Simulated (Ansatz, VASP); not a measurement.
## Two plane-wave programs on Sn

```xyz
2
Lattice="-2.9352 2.9352 1.6012 2.9352 -2.9352 1.6012 2.9352 2.9352 -1.6012" Properties=species:S:1:pos:R:3 pbc="T T T"
Sn    0.0000    0.0000    0.0000
Sn    0.0000    2.9352    0.8006
```

Change from the starting cell: volume scaled by 1.02, PAW files.

Alike in both runs: task electric field gradients; functional PBE; k mesh 15 × 15 × 15; occupations fermi-dirac, width 0.05 eV; no spin polarisation.

|  | VASP | Ansatz |
| --- | --- | --- |
| version | VASP 6.6.1 | Ansatz 0.2.0 |
| potentials or method | VASP PAW PBE potentials, release 64 (Sn_d) | PAW with Ansatz's default frozen-core files, scalar-relativistic |
| plane-wave cutoff (eV) | 520 | 420 |
| valence electrons in the cell | 28 | 28 |

Ansatz gave:

| Quantity | Value |
| --- | --- |
| pressure (GPa) | 1.5 |
| traceless stress, the component that is largest in VASP (GPa) | -0.64 |
| size of Vzz on the site where it differs most (V/Å²) | 44.8 |

Which values does VASP return?

Pressure (GPa): 1.5; traceless stress, the component that is largest in VASP (GPa): -0.65; size of Vzz on the site where it differs most (V/Å²): 43.5.
